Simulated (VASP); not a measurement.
# Al (P-1) in VASP: a series of runs

Runs on Al. Level: PBEsol. Tasks: single point.

Everything below comes from runs of VASP 6.6.1. Logs are shortened: lines on timing, memory, paths and dates and some standing lists are left out, and cuts for length are marked.

**1. The cell of the first run**

The typed cell holds 4 atoms: a = 2.782 Å, b = 2.782 Å, c = 9.092 Å, α = 90.58°, β = 88.25°, γ = 109.47°.

**2. Single point, PBEsol (the part above a cut slid along it)**

The input, INCAR:

```
SYSTEM = Al
PREC     = Accurate       ! precision mode
ENCUT    = 500            ! plane-wave cutoff, eV
EDIFF    = 1E-6           ! SCF threshold, eV
ISMEAR   = 0              ! smearing method
SIGMA    = 0.15           ! smearing width, eV
LREAL    = .FALSE.        ! projectors in reciprocal space
LASPH    = .TRUE.         ! aspherical terms in the spheres
NELM     = 120            ! most SCF steps
ALGO     = Normal         ! electronic algorithm
ISIF     = 2              ! what is computed and relaxed
LWAVE    = .FALSE.        ! write WAVECAR
LCHARG   = .FALSE.        ! write CHGCAR
GGA      = PS             ! functional
NBANDS   = 14             ! bands
GGA_COMPAT= .FALSE.
```

The input, KPOINTS:

```
Automatic mesh
0
G
  22 22 7
  0 0 0
```

The input, POSCAR:

```
Al
1.0
   -1.6064390039      1.6064390039     -1.6064390039
   -1.6064390039     -1.6064390039      1.6064390039
   -0.1606439004      6.5863999159      6.2651121151
Al
4
Direct
   -0.0875000000      0.0000000000      0.8750000000
    0.4875000000      0.5000000000      0.1250000000
   -0.0375000000      0.0000000000      0.3750000000
    0.4375000000      0.5000000000      0.6250000000
```

Potentials or basis: VASP PAW PBE potentials, release 64 (Al).

Launch:

```bash
$ cat potpaw_PBE.64/Al/POTCAR > POTCAR
$ mpirun -np 1 vasp_std > vasp.out
```

OUTCAR:

```text
SYSTEM = Al
   PREC = Accurate
   ENCUT = 500
   EDIFF = 1E-6
   ISMEAR = 0
   LREAL = .FALSE.
   LASPH = .TRUE.
   NELM = 120
   ISIF = 2
   GGA = PS

 ion  position               nearest neighbor table
   1  0.913  0.000  0.875-   2 2.70   4 2.78   4 2.78   2 2.89   2 3.06   4 3.21   4 3.21
   2  0.487  0.500  0.125-   1 2.70   3 2.78   3 2.78   1 2.89   1 3.06   3 3.21   3 3.21
   3  0.962  0.000  0.375-   2 2.78   4 2.78   2 2.78   4 2.78   4 3.21   2 3.21   2 3.21   4 3.21

   4  0.438  0.500  0.625-   3 2.78   1 2.78   3 2.78   1 2.78   1 3.21   3 3.21   1 3.21   3 3.21

  LATTYP: Found a triclinic cell.
 ALAT       =     2.7824339740
 B/A-ratio  =     1.0000000000
 C/A-ratio  =     3.2675168961
 COS(alpha) =     0.0102014265
 COS(beta)  =     0.0306042794
 COS(gamma) =     0.3333333333

  Lattice vectors:

 A1 = (   1.6064390039,  -1.6064390039,   1.6064390039)
 A2 = (  -1.6064390039,  -1.6064390039,   1.6064390039)
 A3 = (   0.1606439004,  -6.5863999159,  -6.2651121151)

Analysis of symmetry for initial positions (statically):
=====================================================================
 Subroutine PRICEL returns:
 Original cell was already a primitive cell.

 Routine SETGRP: Setting up the symmetry group for a
 triclinic supercell.

 Subroutine GETGRP returns: Found  2 space group operations
 (whereof  1 operations were pure point group operations)
 out of a pool of  2 trial point group operations.

The static configuration has the point symmetry C_1 .
 The point group associated with its full space group is S_2 .

Analysis of symmetry for dynamics (positions and initial velocities):
=====================================================================
 Subroutine PRICEL returns:
 Original cell was already a primitive cell.

 Routine SETGRP: Setting up the symmetry group for a
 triclinic supercell.

 Subroutine GETGRP returns: Found  2 space group operations
 (whereof  1 operations were pure point group operations)
 out of a pool of  2 trial point group operations.

The dynamic configuration has the point symmetry C_1 .
 The point group associated with its full space group is S_2 .

 Subroutine INISYM returns: Found  2 space group operations
 (whereof  1 operations are pure point group operations),
 and found     1 'primitive' translations

----------------------------------------------------------------------------------------

                                     Primitive cell

  volume of cell :      66.3304

[... 106 lines left out ...]
   EFERMI =   0.00;   METHOD = LEGACY
   ISMEAR =     0;   SIGMA  =   0.15  broadening in eV -4-tet -1-fermi 0-gaus
   EFERMI_NEDOS =   21; number of points for ismear=-14 and -15
   IALGO  =     38    algorithm
   IMIX   =      4    mixing-type and parameters
     AMIX     =   0.40;   BMIX     =  1.00
     AMIX_MAG =   1.60;   BMIX_MAG =  1.00
  volume/ion in A,a.u.               =      16.58       111.90
  Fermi-wavevector in a.u.,A,eV,Ry     =   0.925901  1.749698 11.664164  0.857292
  Thomas-Fermi vector in A             =   2.051805
   LORBIT       =      0    0 simple, 1 ext, 2 COOP (PROOUT), +10 PAW based schemes
   GGA     = PS    functional components
   LHFCALC =     F    Hartree Fock is set to
   AEXX    =    0.0000 exact exchange contribution
   IVDW    =     0    specifies the selected vdW correction
   LEPSILON=     F    determine dielectric tensor
   LRPA    =     F    only Hartree local field effects (RPA)
 non-spin polarized calculation
 Gauss-broadening in eV      SIGMA  =   0.15
  energy-cutoff  :      500.00
  volume of cell :       66.33
 maximum number of plane-waves:      1708
   NGX = 11   NGY = 11   NGZ = 33

 number of electron      12.0000000 magnetization

 Free energy of the ion-electron system (eV)
  ---------------------------------------------------
  ext. energy  EPLUGINS =         0.00000000
  ---------------------------------------------------
  free energy    TOTEN  =       -15.98522428 eV

  energy without entropy =      -15.96757556  energy(sigma->0) =      -15.97639992

 E-fermi :   7.8996     XC(G=0): -10.2418

 val. band max:        7.8976317913   @ k =  -0.0909   0.3636   0.0000
 cond. band min:       7.8996225369   @ k =   0.5000   0.1364  -0.0000
 fundamental gap:      0.0019907456
 Fermi energy:         7.8995906348

 k-point     1 :       0.0000    0.0000    0.0000
  band No.  band energies     occupation
      1      -3.1937      2.00000
      2      -1.4118      2.00000
      3      -1.4116      2.00000
      4       3.5960      2.00000
      5       4.0464      2.00000
      6      12.1672      0.00000
      7      12.1791      0.00000
      8      16.0363      0.00000
      9      16.1535      0.00000
     10      17.3644      0.00000
     11      17.3724      0.00000
     12      17.7174      0.00000
     13      17.8384      0.00000
     14      17.9835      0.00000
[... 377 lines left out ...]
      1       1.8148      2.00000
      2       2.4461      2.00000
      3       3.3393      2.00000
      4       3.6217      2.00000
      5       4.0481      2.00000
      6       4.4609      2.00000
      7       8.1707      0.01058
      8       8.8051      0.00000
      9       9.1209      0.00000
     10       9.7250      0.00000
     11      14.0987      0.00000
     12      14.8686      0.00000
     13      15.3680      0.00000
     14      16.3984      0.00000

 [... further k-points ...]

------------------------ aborting loop because EDIFF is reached ----------------------------------------

  FORCE on cell =-STRESS in cart. coord.  units (eV):
  Direction    XX          YY          ZZ          XY          YZ          ZX
  --------------------------------------------------------------------------------------
  -------------------------------------------------------------------------------------
  Total       -0.0261121      0.2194829     -0.0741199      0.2104566      0.0566692      0.2069139
  in kB       -0.6307233      5.3014967     -1.7903284      5.0834723      1.3688144      4.9978997
  external PRESSURE =       0.9601484 kB  Pullay stress =       0.0000000 kB

 VOLUME and BASIS-vectors are now :
 -----------------------------------------------------------------------------
  energy-cutoff  :      500.00
  volume of cell :       66.33
      direct lattice vectors                 reciprocal lattice vectors
    -1.606439004  1.606439004 -1.606439004    -0.311247423  0.147842526 -0.163404897
    -1.606439004 -1.606439004  1.606439004    -0.311247423 -0.155623711  0.155623711
    -0.160643900  6.586399916  6.265112115     0.000000000  0.077811856  0.077811856

 POSITION                                       TOTAL-FORCE (eV/Angst)
 -----------------------------------------------------------------------------------
     -1.60644      7.22898      4.01610        -0.153510     -0.083240      0.026090
     -1.60644      0.80322      0.80322         0.153510      0.083240     -0.026090
     -1.60644      4.01610      0.80322        -0.008483      0.007818     -0.012235
     -1.60644      4.01610      4.01610         0.008483     -0.007818      0.012235
 -----------------------------------------------------------------------------------
    total drift:                                0.000000     -0.000000      0.000000

  FREE ENERGIE OF THE ION-ELECTRON SYSTEM (eV)
  ---------------------------------------------------
  free  energy   TOTEN  =       -15.9852242805 eV

  energy  without entropy=      -15.9675755645  energy(sigma->0) =      -15.97639992
```

OSZICAR:

```text
N       E                     dE             d eps       ncg     rms          rms(c)
DAV:   1     0.379023083302E+01    0.37902E+01   -0.41454E+03 47488   0.660E+02
DAV:   2    -0.154753725932E+02   -0.19266E+02   -0.17789E+02 62218   0.844E+01
DAV:   3    -0.160982821710E+02   -0.62291E+00   -0.61541E+00 61656   0.124E+01
DAV:   4    -0.161024173153E+02   -0.41351E-02   -0.41341E-02 56876   0.128E+00
DAV:   5    -0.161024628538E+02   -0.45539E-04   -0.45538E-04 61656   0.138E-01    0.268E+00
DAV:   6    -0.160316253767E+02    0.70837E-01   -0.98633E-03 55114   0.480E-01    0.151E+00
DAV:   7    -0.159859042547E+02    0.45721E-01   -0.21782E-02 55888   0.691E-01    0.236E-01
DAV:   8    -0.159854019007E+02    0.50235E-03   -0.36825E-04 62536   0.107E-01    0.106E-01
DAV:   9    -0.159852251630E+02    0.17674E-03   -0.18671E-04 57068   0.624E-02    0.109E-02
DAV:  10    -0.159852245350E+02    0.62806E-06   -0.10882E-05 59956   0.189E-02    0.103E-02
DAV:  11    -0.159852242805E+02    0.25442E-06   -0.13337E-07 34720   0.242E-03
   1 F= -.15985224E+02 E0= -.15976400E+02  d E =-.176487E-01
```

Run time: 6.9 min. Hardware: 1 thread of Intel Xeon 6975P-C (Granite Rapids), shared host; peak memory 1.1 GiB.

Results:

```
Free energy            : -15.9852 eV
Pressure               : 0.1 GPa
Largest force          : 0.177 eV/Å
Band gap on the k mesh : zero (bands 6 and 7 overlap by 6.59 eV)
```

Forces in eV/Å, atoms in the order of the input:
```
Al  -0.154 -0.083  0.026
Al   0.154  0.083 -0.026
Al  -0.008  0.008 -0.012
Al   0.008 -0.008  0.012
```

Levels at points of the mesh, in eV from the Fermi level:
| k point | band 4 | band 5 | band 6 | band 7 | band 8 | band 9 |
| --- | --- | --- | --- | --- | --- | --- |
| (0.00, 0.00, 0.00) | -4.30 | -3.85 | 4.27 | 4.28 | 8.14 | 8.25 |
| (0.50, 0.00, 0.00) | -4.19 | -4.07 | -3.62 | 0.45 | 0.64 | 1.44 |
| (0.00, 0.50, 0.00) | -4.30 | -3.86 | -3.85 | 0.67 | 0.70 | 1.33 |
| (0.50, 0.50, 0.00) | -2.66 | -2.10 | -2.05 | 1.52 | 1.87 | 2.23 |

Caveat: the cell differs from its parent crystal (the part above a cut slid along it); the PAW data sets were made with another functional, which shifts forces and pressure a little.

**3. Single point, PBEsol (the part above a cut slid along it)**

The input, INCAR:

```
SYSTEM = Al
PREC = Accurate ; ENCUT = 500
EDIFF = 1E-6 ; ISMEAR = 0
SIGMA = 0.15 ; LREAL = .FALSE.
LASPH = .TRUE. ; NELM = 120
ALGO = Normal ; ISIF = 2
LWAVE = .FALSE. ; LCHARG = .FALSE.
GGA = PS ; NBANDS = 14
GGA_COMPAT = .FALSE.
```

The input, KPOINTS:

```
regular mesh
0
G
  22 22 7
  0 0 0
```

The input, POSCAR:

```
Al
1.0
   -1.6064390039      1.6064390039     -1.6064390039
   -1.6064390039     -1.6064390039      1.6064390039
   -0.3212878008      6.7470438163      6.1044682147
Al
4
Direct
   -0.1750000000      0.0000000000      0.8750000000
    0.4750000000      0.5000000000      0.1250000000
   -0.0750000000      0.0000000000      0.3750000000
    0.3750000000      0.5000000000      0.6250000000
```

Potentials or basis: VASP PAW PBE potentials, release 64 (Al).

Launch:

```bash
$ cat potpaw_PBE.64/Al/POTCAR > POTCAR
$ mpirun -np 1 vasp_std > vasp.out
```

Wall time 6.6 min (1 thread of Intel Xeon 6975P-C (Granite Rapids), shared host); peak memory 1.1 GiB.

Results (log left out):

| Quantity | Value |
| --- | --- |
| Free energy | -15.9769 eV |
| Pressure | 0.3 GPa |
| Largest force | 0.318 eV/Å |
| Band gap on the k mesh | zero (bands 6 and 7 overlap by 6.54 eV) |

Forces on the atoms (eV/Å):
```
Al  -0.253 -0.192 -0.017
Al   0.253  0.192  0.017
Al  -0.013  0.006 -0.023
Al   0.013 -0.006  0.023
```

Stress tensor (GPa, compression positive):
```
-0.42  0.83  0.81
 0.83  1.27  0.17
 0.81  0.17  0.15
```

Levels at points of the mesh, in eV from the Fermi level:
```tsv
k point	band 3	band 4	band 5	band 6	band 7	band 8	band 9	band 10
(0.00, 0.00, 0.00)	-9.30	-4.30	-3.84	4.25	4.29	8.20	8.29	9.36
(0.50, 0.00, 0.00)	-4.51	-4.32	-4.01	-3.39	0.13	0.45	1.69	1.89
(0.00, 0.50, 0.00)	-4.31	-4.29	-3.85	-3.84	0.66	0.71	1.33	1.35
(0.50, 0.50, 0.00)	-2.84	-2.72	-2.03	-1.86	1.22	1.91	2.62	2.62
```

Caveat: the cell differs from its parent crystal (the part above a cut slid along it); the PAW data sets were made with another functional, which shifts forces and pressure a little.
